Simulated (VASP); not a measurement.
# In3Se (Cmmm) in VASP: notebook, part 2 of 2

VASP 6.6.1. Earlier steps stand in the parts before.

### Step 3. Single point, PBE+D3(BJ)

This run uses another cell than the first one, of 21.89 Å³/atom.

File INCAR:

```
PREC = Accurate
ENCUT = 520
EDIFF = 1E-7
ISMEAR = 0
SIGMA = 0.15
LREAL = False
LASPH = True
NELM = 100
ALGO = Normal
ISIF = 2
LWAVE = False
LCHARG = False
GGA = PE
IVDW = 12
NBANDS = 30
```

File KPOINTS:

```
Automatic mesh
0
Gamma
  8 8 8
```

File POSCAR:

```
In3Se
1.0
    4.3482495103     -0.5288411567      0.0000000000
   -0.5288411567      4.3482495103      0.0000000000
    0.0000000000      0.0000000000      4.7008102814
In Se
3 1
Direct
    0.0000000000      0.5000000000      0.5000000000
    0.5000000000      0.0000000000      0.5000000000
    0.5000000000      0.5000000000      0.0000000000
    0.0000000000      0.0000000000      0.0000000000
```

Potentials or basis: VASP PAW PBE potentials, release 64 (In_d, Se).

Run with:

```bash
cat potpaw_PBE.64/In_d/POTCAR potpaw_PBE.64/Se/POTCAR > POTCAR
mpirun -np 1 vasp_std > vasp.out
```

OUTCAR:

```text
PREC = Accurate
   ENCUT = 520
   EDIFF = 1E-7
   ISMEAR = 0
   LREAL = False
   LASPH = True
   NELM = 100
   ISIF = 2
   GGA = PE
   IVDW = 12
 IVDW          = 12

 ion  position               nearest neighbor table
   1  0.000  0.500  0.500-   2 2.70   2 2.70   4 3.21   3 3.21   4 3.21   4 3.21   4 3.21   3 3.21
                             3 3.21   3 3.21   2 3.45   2 3.45
   2  0.500  0.000  0.500-   1 2.70   1 2.70   4 3.21   3 3.21   4 3.21   3 3.21   3 3.21   4 3.21
                             4 3.21   3 3.21   1 3.45   1 3.45
   3  0.500  0.500  0.000-   4 2.70   4 2.70   1 3.21   1 3.21   2 3.21   2 3.21   2 3.21   1 3.21
                             1 3.21   2 3.21
   4  0.000  0.000  0.000-   3 2.70   3 2.70   1 3.21   1 3.21   2 3.21   1 3.21   1 3.21   2 3.21
                             2 3.21   2 3.21

  LATTYP: Found a base centered orthorhombic cell.
 ALAT       =     5.4014590939
 B/A-ratio  =     1.2769230769
 C/A-ratio  =     0.8702852692

  Lattice vectors:

 A1 = (   4.3482495103,  -0.5288411567,   0.0000000000)
 A2 = (  -0.5288411567,   4.3482495103,   0.0000000000)
 A3 = (   0.0000000000,   0.0000000000,   4.7008102814)

Analysis of symmetry for initial positions (statically):
=====================================================================
 Subroutine PRICEL returns:
 Original cell was already a primitive cell.

 Routine SETGRP: Setting up the symmetry group for a
 base centered orthorhombic supercell.

 Subroutine GETGRP returns: Found  8 space group operations
 (whereof  8 operations were pure point group operations)
 out of a pool of  8 trial point group operations.

The static configuration has the point symmetry D_2h.

Analysis of symmetry for dynamics (positions and initial velocities):
=====================================================================
 Subroutine PRICEL returns:
 Original cell was already a primitive cell.

 Routine SETGRP: Setting up the symmetry group for a
 base centered orthorhombic supercell.

 Subroutine GETGRP returns: Found  8 space group operations
 (whereof  8 operations were pure point group operations)
[... 128 lines left out ...]
  Fermi-wavevector in a.u.,A,eV,Ry     =   1.311301  2.478000 23.395365  1.719511
  Thomas-Fermi vector in A             =   2.441772
   LORBIT       =      0    0 simple, 1 ext, 2 COOP (PROOUT), +10 PAW based schemes
   GGA     = PE    functional components
   LHFCALC =     F    Hartree Fock is set to
   AEXX    =    0.0000 exact exchange contribution
   IVDW    =    12    specifies the selected vdW correction
   LEPSILON=     F    determine dielectric tensor
   LRPA    =     F    only Hartree local field effects (RPA)
 non-spin polarized calculation
 Gauss-broadening in eV      SIGMA  =   0.15
  energy-cutoff  :      520.00
  volume of cell :       87.56
 maximum number of plane-waves:      2382
 NGX is ok and might be reduce to    36
   NGX = 17   NGY = 17   NGZ = 17

 number of electron      45.0000011 magnetization

 Free energy of the ion-electron system (eV)
  ---------------------------------------------------
  ext. energy  EPLUGINS =         0.00000000
  ---------------------------------------------------
  free energy    TOTEN  =       -10.25621534 eV

  energy without entropy =      -10.23574448  energy(sigma->0) =      -10.24597991

 E-fermi :   8.8879     XC(G=0): -10.8428

 val. band max:        8.8853167129   @ k =   0.3750   0.1250   0.1250
 cond. band min:       8.8904744098   @ k =   0.1250   0.1250   0.2500
 fundamental gap:      0.0051576970
 Fermi energy:         8.8879315655

 k-point     1 :       0.0000    0.0000    0.0000
  band No.  band energies     occupation
      1      -7.0038      2.00000
      2      -6.7654      2.00000
      3      -6.6139      2.00000
      4      -6.3645      2.00000
      5      -6.3624      2.00000
      6      -6.2975      2.00000
[... 781 lines left out ...]
     29      14.2611      0.00000
     30      15.5852      0.00000

 [... further k-points ...]

------------------------ aborting loop because EDIFF is reached ----------------------------------------

 Edisp (eV)   -1.62456

 E8    (eV) :    -0.7780

  FORCE on cell =-STRESS in cart. coord.  units (eV):
  Direction    XX          YY          ZZ          XY          YZ          ZX
  --------------------------------------------------------------------------------------
  -------------------------------------------------------------------------------------
  Total       8.58405     8.58405     4.64333     5.86353     0.00000     0.00000
  in kB     157.06271   157.06271    84.95928   107.28527     0.00000     0.00000
  external pressure =      133.03 kB  Pullay stress =        0.00 kB

 VOLUME and BASIS-vectors are now :
 -----------------------------------------------------------------------------
  energy-cutoff  :      520.00
  volume of cell :       87.56
      direct lattice vectors                 reciprocal lattice vectors
     4.348249510 -0.528841157  0.000000000     0.233430464  0.028390192  0.000000000
    -0.528841157  4.348249510  0.000000000     0.028390192  0.233430464  0.000000000
     0.000000000  0.000000000  4.700810281     0.000000000  0.000000000  0.212729283

 POSITION                                       TOTAL-FORCE (eV/Angst)
 -----------------------------------------------------------------------------------
     -0.26442      2.17412      2.35041         0.000000     -0.000000      0.000000
      2.17412     -0.26442      2.35041         0.000000      0.000000      0.000000
      1.90970      1.90970      0.00000        -0.000000     -0.000000      0.000000
      0.00000      0.00000      0.00000         0.000000     -0.000000      0.000000
 -----------------------------------------------------------------------------------
    total drift:                                0.000000      0.000000      0.000000

  FREE ENERGIE OF THE ION-ELECTRON SYSTEM (eV)
  ---------------------------------------------------
  free  energy   TOTEN  =       -11.8807793648 eV

  energy  without entropy=      -11.8603085071  energy(sigma->0) =      -11.87054394
```

OSZICAR:

```text
N       E                     dE             d eps       ncg     rms          rms(c)
DAV:   1     0.419036830095E+03    0.41904E+03   -0.21504E+04  6300   0.205E+03
DAV:   2     0.328801315446E+02   -0.38616E+03   -0.37725E+03  6306   0.468E+02
DAV:   3    -0.863647732249E+01   -0.41517E+02   -0.40389E+02  7688   0.168E+02
DAV:   4    -0.104083426422E+02   -0.17719E+01   -0.17665E+01  7352   0.365E+01
DAV:   5    -0.104807958703E+02   -0.72453E-01   -0.72445E-01  9286   0.628E+00    0.747E+00
DAV:   6    -0.102846426466E+02    0.19615E+00   -0.43871E-01  8918   0.925E+00    0.440E+00
DAV:   7    -0.102584744700E+02    0.26168E-01   -0.12852E-01  9244   0.393E+00    0.802E-01
DAV:   8    -0.102564477625E+02    0.20267E-02   -0.19653E-02  8718   0.176E+00    0.389E-01
DAV:   9    -0.102562019658E+02    0.24580E-03   -0.23938E-03  7860   0.380E-01    0.133E-01
DAV:  10    -0.102562125672E+02   -0.10601E-04   -0.22323E-04  9888   0.139E-01    0.859E-02
DAV:  11    -0.102562184597E+02   -0.58924E-05   -0.31611E-05  8874   0.665E-02    0.328E-02
DAV:  12    -0.102562160450E+02    0.24146E-05   -0.68589E-06  8870   0.452E-02    0.822E-03
DAV:  13    -0.102562157075E+02    0.33756E-06   -0.11300E-06  7806   0.133E-02    0.612E-03
DAV:  14    -0.102562154178E+02    0.28966E-06   -0.11650E-07  4314   0.470E-03    0.190E-03
DAV:  15    -0.102562153417E+02    0.76127E-07   -0.83803E-08  4104   0.414E-03
   1 F= -.11880779E+02 E0= -.11870544E+02  d E =-.204709E-01
```

stdout:

```text
POSCAR found type information on POSCAR InSe
 POSCAR found :  2 types and       4 ions
 scaLAPACK will be used
 LDA part: xc-table for (Slater+PW92), standard interpolation
 POSCAR, INCAR and KPOINTS ok, starting setup
 FFT: planning ... GRIDC
 FFT: planning ... GRID_SOFT
 FFT: planning ... GRID
 WAVECAR not read
 entering main loop
```

Wall time 4.6 min (1 thread of AMD EPYC 7R43 (Zen 3), shared host); peak memory 0.34 GiB.

What came out:

| Item | Value |
| --- | --- |
| Free energy | -11.8808 eV |
| Pressure | 13.3 GPa |
| Band gap on the k mesh | zero (an odd number of electrons rules out a gap without spin polarisation) |
| Dispersion energy per atom | -0.406 eV |

Caveat: the stress differs along the axes, from 8 to 16 GPa; spin-orbit coupling is left out, which moves the levels of the heavy elements.

### Step 4. Single point, PBE+D3(BJ)

This run uses another cell than the first one, of 22.07 Å³/atom.

File INCAR:

```
SYSTEM = In3Se
  PREC = Accurate
  ENCUT = 520
  EDIFF = 1E-6
  ISMEAR = 0
  SIGMA = 0.15
  LREAL = .FALSE.
  LASPH = .TRUE.
  NELM = 80
  ALGO = Normal
  ISIF = 2
  LWAVE = .FALSE.
  LCHARG = .FALSE.
  GGA = PE
  IVDW = 12
  NBANDS = 30
```

File KPOINTS:

```
regular mesh
0
G
  8 8 8
  0 0 0
```

POSCAR: that of step 3 with these lines changed.

```diff
@@ -2,4 +2,4 @@
 1.0
-    4.3482495103     -0.5288411567      0.0000000000
-   -0.5288411567      4.3482495103      0.0000000000
+    4.3482495103     -0.3525607711      0.0000000000
+   -0.3525607711      4.3482495103      0.0000000000
     0.0000000000      0.0000000000      4.7008102814
```

Potentials or basis: VASP PAW PBE potentials, release 64 (In_d, Se).

Run with:

```bash
cat potpaw_PBE.64/In_d/POTCAR potpaw_PBE.64/Se/POTCAR > POTCAR
mpirun -np 1 vasp_std > vasp.out
```

OUTCAR:

```text
SYSTEM = In3Se
   PREC = Accurate
   ENCUT = 520
   EDIFF = 1E-6
   ISMEAR = 0
   LREAL = .FALSE.
   LASPH = .TRUE.
   NELM = 80
   ISIF = 2
   GGA = PE
   IVDW = 12
 IVDW          = 12

 ion  position               nearest neighbor table
   1  0.000  0.500  0.500-   2 2.83   2 2.83   4 3.21   3 3.21   4 3.21   4 3.21   4 3.21   3 3.21
                             3 3.21   3 3.21   2 3.32   2 3.32
   2  0.500  0.000  0.500-   1 2.83   1 2.83   4 3.21   3 3.21   4 3.21   3 3.21   3 3.21   4 3.21
                             4 3.21   3 3.21   1 3.32   1 3.32
   3  0.500  0.500  0.000-   4 2.83   4 2.83   1 3.21   1 3.21   2 3.21   2 3.21   2 3.21   1 3.21
[... 1003 lines left out ...]
  -------------------------------------------------------------------------------------
  Total       6.71998     6.71998     4.47835     3.53476     0.00000     0.00000
  in kB     121.93869   121.93869    81.26269    64.14059     0.00000     0.00000
  external pressure =      108.38 kB  Pullay stress =        0.00 kB

 VOLUME and BASIS-vectors are now :
 -----------------------------------------------------------------------------
  energy-cutoff  :      520.00
  volume of cell :       88.30
      direct lattice vectors                 reciprocal lattice vectors
     4.348249510 -0.352560771  0.000000000     0.231499514  0.018770231  0.000000000
    -0.352560771  4.348249510  0.000000000     0.018770231  0.231499514  0.000000000
     0.000000000  0.000000000  4.700810281     0.000000000  0.000000000  0.212729283

 POSITION                                       TOTAL-FORCE (eV/Angst)
 -----------------------------------------------------------------------------------
     -0.17628      2.17412      2.35041         0.000000      0.000000      0.000000
      2.17412     -0.17628      2.35041         0.000000      0.000000      0.000000
      1.99784      1.99784      0.00000        -0.000000      0.000000      0.000000
      0.00000      0.00000      0.00000         0.000000      0.000000      0.000000
 -----------------------------------------------------------------------------------
    total drift:                                0.000000     -0.000000     -0.000000

  FREE ENERGIE OF THE ION-ELECTRON SYSTEM (eV)
  ---------------------------------------------------
  free  energy   TOTEN  =       -12.3216411399 eV

  energy  without entropy=      -12.3024573398  energy(sigma->0) =      -12.31204924
```

Run time: 3.5 min. Hardware: 1 thread of AMD EPYC 7R43 (Zen 3), shared host; peak memory 0.32 GiB.

Results:

| Quantity | Value |
| --- | --- |
| Free energy | -12.3216 eV |
| Pressure | 10.8 GPa |
| Band gap on the k mesh | zero (an odd number of electrons rules out a gap without spin polarisation) |
| Dispersion energy per atom | -0.402 eV |

Levels at points of the mesh, in eV from the Fermi level:
| k point | band 21 | band 22 | band 23 | band 24 | band 25 | band 26 |
| --- | --- | --- | --- | --- | --- | --- |
| (0.00, 0.00, 0.00) | -2.45 | -1.19 | 0.11 | 1.09 | 2.05 | 3.60 |
| (0.50, 0.00, 0.00) | -1.96 | -0.99 | -0.20 | 0.03 | 1.33 | 3.76 |
| (0.50, 0.50, 0.00) | -1.80 | -1.39 | -0.52 | 0.56 | 1.00 | 1.80 |
| (0.00, 0.00, 0.50) | -1.22 | -1.00 | -0.36 | 0.21 | 1.43 | 3.29 |
| (0.50, 0.00, 0.50) | -1.14 | -0.84 | 0.42 | 0.84 | 2.18 | 2.73 |
| (0.50, 0.50, 0.50) | -4.48 | -4.07 | -3.43 | 2.72 | 3.23 | 4.69 |

Caveat: the cell stands under pressure; spin-orbit coupling is left out, which moves the levels of the heavy elements.

### Step 5. The runs side by side

| cell | gap on the mesh (eV) | pressure (GPa) |
| --- | --- | --- |
| a = 4.405, b = 4.405, c = 4.701 Å, angles 90.0, 90.0, 108.4°, 4 atoms | none | 17.6 |
| a = 4.380, b = 4.380, c = 4.701 Å, angles 90.0, 90.0, 103.9°, 4 atoms | none | 13.3 |
| a = 4.363, b = 4.363, c = 4.701 Å, angles 90.0, 90.0, 99.3°, 4 atoms | none | 10.8 |

Alike in all rows: task single point; level PBE+D3(BJ); potentials or basis VASP PAW PBE potentials, release 64 (In_d, Se); no spin polarisation; k mesh 8 × 8 × 8; cutoff (eV) 520; smearing gaussian 0.15 eV.

Caveats: spin-orbit coupling is left out, which moves the levels of the heavy elements; the stress differs along the axes, from 9 to 22 GPa (at least some runs); the stress differs along the axes, from 8 to 16 GPa (at least some runs); the cell stands under pressure (at least some runs).

Absolute energies hang on the potentials; compare differences alone.

The gap in the log of VASP goes by the Fermi energy; the results here count the filled bands.